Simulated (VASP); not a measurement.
LiF, 2 atoms in the cell. Symmetry: Fm-3m, No. 225, cubic system. The conventional cell has a = 3.949 Å, b = 3.949 Å, c = 3.949 Å, α = 90.00°, β = 90.00°, γ = 90.00°. Li (site symmetry m-3m) has 6 F at 1.97 Å within 2.6 Å. F (site symmetry m-3m) has 6 Li at 1.97 Å within 2.6 Å.  This cell differs from its parent crystal: volume scaled by 0.97.

```yaml
Program: VASP 6.6.1
Task: single point
Functional: r2SCAN
Potentials_or_basis: VASP PAW PBE potentials, release 64 (Li_sv, F)
Cutoff: 520 eV
k_mesh: 10 × 10 × 10
Occupations: gaussian, width 0.02 eV
Spin: no spin polarisation
Dipole_correction: no
Further_INCAR_settings: ALGO = Normal; EDIFF = 1e-07; NBANDS = 12
```

Potentials or basis: VASP PAW PBE potentials, release 64 (Li_sv, F).

The run is started by

```console
$ cat potpaw_PBE.64/Li_sv/POTCAR potpaw_PBE.64/F/POTCAR > POTCAR
$ cp INCAR.step1 INCAR
$ mpirun -np 1 vasp_std > vasp.out
$ cp INCAR.step2 INCAR
$ mpirun -np 1 vasp_std > vasp.out
```

Hardware: 1 thread of Intel(R) Xeon(R) Platinum 8488C (Sapphire Rapids), with other jobs on the host.

Q: How long does it take, and how much memory?

A: It took 25 s on 1 thread of Intel(R) Xeon(R) Platinum 8488C (Sapphire Rapids) (shared host), peak memory 0.13 GiB. Counts: k points 47.
